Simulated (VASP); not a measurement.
Here is a VASP 6.6.1 calculation.

File INCAR:

```
SYSTEM = NbSN
PREC = Accurate
ENCUT = 520
EDIFF = 1E-6
ISMEAR = 0
SIGMA = 0.1
LREAL = .False.
LASPH = .True.
NELM = 60
ALGO = Normal
ISIF = 2
LWAVE = .False.
LCHARG = .False.
GGA = PE
NBANDS = 33
```

File KPOINTS:

```
Automatic mesh
0
Gamma
  10 10 6
  0 0 0
```

Contents of POSCAR:

```
NbSN
1.0
    3.6892811954      0.0000000000      0.0000000000
    0.0000000000      3.6892811954      0.0000000000
    0.0000000000      0.0000000000      6.2921190458
Nb S N
2 2 2
Direct
    0.5000000000      0.0000000000      0.1771923866
    0.0000000000      0.5000000000      0.8228076134
    0.5000000000      0.0000000000      0.6163306430
    0.0000000000      0.5000000000      0.3836693570
    0.5000000000      0.5000000000      0.0000000000
    0.0000000000      0.0000000000      0.0000000000
```

Potentials or basis: VASP PAW PBE potentials, release 64 (Nb_sv, S, N).

Launch:

```sh
$ cat potpaw_PBE.64/Nb_sv/POTCAR potpaw_PBE.64/S/POTCAR potpaw_PBE.64/N/POTCAR > POTCAR
$ mpirun -np 1 vasp_std > vasp.out
```

Question: Estimate the pressure.

Answer: -15.0 GPa.

Question: What does it give for the largest force?

Answer: 0.006 eV/Å.

Question: Estimate the band gap on the k mesh.

Answer: Zero (band 24 reaches 8.84 eV, above the bottom of band 25 at 8.54 eV).

Forces on the atoms (eV/Å):
```
Nb   0.000  0.000 -0.006
Nb   0.000  0.000  0.006
S    0.000  0.000 -0.002
S    0.000  0.000  0.002
N    0.000  0.000  0.000
N    0.000  0.000  0.000
```
